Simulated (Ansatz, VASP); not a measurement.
This is a calculation of SiO2 for Ansatz 0.2.0.

File input.yaml:

```yaml
crystal:
  lattice:
    - [-2.837898, 2.837898, 5.66021]
    - [2.837898, -2.837898, 5.66021]
    - [2.837898, 2.837898, -5.66021]
  atoms:
    - { symbol: Si, position: [0.875, 0.263618, 0.888618] }
    - { symbol: Si, position: [0.013618, 0.625, 0.888618] }
    - { symbol: Si, position: [0.736382, 0.125, 0.111382] }
    - { symbol: Si, position: [0.375, 0.986382, 0.111382] }
    - { symbol: O, position: [0.633727, 0.133727, 0.5] }
    - { symbol: O, position: [0.467877, 0.967877, 0.935754] }
    - { symbol: O, position: [0.032123, 0.532123, 0.064246] }
    - { symbol: O, position: [0.116273, 0.116273, 0.0] }
    - { symbol: O, position: [0.883727, 0.883727, 0.0] }
    - { symbol: O, position: [0.866273, 0.366273, 0.5] }
    - { symbol: O, position: [0.282123, 0.717877, 0.0] }
    - { symbol: O, position: [0.717877, 0.282123, 0.0] }
hamiltonian:
  xc: pbe
  pseudopotentials: { kind: paw }
kpoints:
  mp_grid: { grid: [3, 3, 3] }
scf:
  occupations: { method: fermi_dirac, width: 0.05 }
output:
  forces: true
  stress: true
  eigenvalues: true
```

Potentials or basis: Ansatz PAW.

Launch:

```sh
$ ansatz run input.yaml --threads 4 --pin off --max-ram 11264MiB --backend cpu --events-out ev --progress --plain --runs-dir out
```

Translate it to VASP 6.6.1. Potentials there: VASP PAW PBE potentials, release 64 (Si, O).

As run (the cutoff follows the program's own potentials):

INCAR

```
SYSTEM = SiO2
PREC = Accurate ; ENCUT = 520
EDIFF = 1E-7 ; ISMEAR = -1
SIGMA = 0.05 ; LREAL = .FALSE.
LASPH = .TRUE. ; NELM = 80
ALGO = Normal ; ISIF = 2
LWAVE = .FALSE. ; LCHARG = .TRUE.
GGA = PE ; LELF = .TRUE.
LVHAR = .TRUE. ; NBANDS = 44
```

File KPOINTS:

```
regular mesh
0
G
  3 3 3
  0 0 0
```

POSCAR

```
SiO2
1.0
   -2.8378980000      2.8378980000      5.6602100000
    2.8378980000     -2.8378980000      5.6602100000
    2.8378980000      2.8378980000     -5.6602100000
Si O
4 8
Direct
    0.8750000000      0.2636180000      0.8886180000
    0.0136180000      0.6250000000      0.8886180000
    0.7363820000      0.1250000000      0.1113820000
    0.3750000000      0.9863820000      0.1113820000
    0.6337270000      0.1337270000      0.5000000000
    0.4678770000      0.9678770000      0.9357540000
    0.0321230000      0.5321230000      0.0642460000
    0.1162730000      0.1162730000      0.0000000000
    0.8837270000      0.8837270000      0.0000000000
    0.8662730000      0.3662730000      0.5000000000
    0.2821230000      0.7178770000      0.0000000000
    0.7178770000      0.2821230000      0.0000000000
```

Potentials or basis: VASP PAW PBE potentials, release 64 (Si, O).

Launch:

```sh
$ cat potpaw_PBE.64/Si/POTCAR potpaw_PBE.64/O/POTCAR > POTCAR
$ mpirun -np 1 vasp_std > vasp.out
```

Both were run:

|  | VASP | Ansatz | Ansatz less VASP |
| --- | --- | --- | --- |
| gap on the k mesh at the Fermi level (eV) | 4.84 | 4.84 | -0.002 |
| least direct gap on the mesh (eV) | 4.84 | 4.84 | -0.002 |
| pressure (GPa) | 0.0 | -0.1 | -0.11 |
| traceless stress, the component that is largest in VASP (GPa) | -0.03 | -0.21 | -0.183 |
| rms of the force components (eV/Å) | 0.004 | 0.004 | +0.0007 |

Atom by atom the forces differ by 0.003 eV/Å (rms over components). The functional is the same, so the differences come from potentials, cutoffs and numerics.

The k mesh is coarse, so the values compare programs but aren't converged. Noted on Ansatz's run: odd divisions of the mesh miss points on the zone boundary, where band edges often lie, so the gap on the mesh can be too wide.
